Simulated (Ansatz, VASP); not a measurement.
## One calculation of Rh, two programs

```
CELL_PARAMETERS angstrom
0.00000 1.88879 1.88879
1.88879 0.00000 1.88879
1.88879 1.88879 0.00000
ATOMIC_POSITIONS crystal
Rh 0.00000 0.00000 0.00000
```

Change from the starting cell: volume scaled by 0.98.

Alike in both runs: task single point; functional LDA; k mesh 16 × 16 × 16; occupations fermi-dirac, width 0.03 eV; no spin polarisation.

|  | VASP | Ansatz |
| --- | --- | --- |
| version | VASP 6.6.1 | Ansatz 0.2.0 |
| potentials or method | VASP PAW LDA potentials, release 64 (Rh_pv), cutoff 520 eV | all-electron LAPW, scalar-relativistic |

|  | VASP | Ansatz | Ansatz less VASP |
| --- | --- | --- | --- |
| pressure (GPa) | -4.8 | -5.7 | -0.83 |

LDA's correlation is that of Perdew and Zunger in VASP and of Perdew and Wang (1992) in Ansatz. Ansatz ran all-electron here, and VASP with PAW potentials.
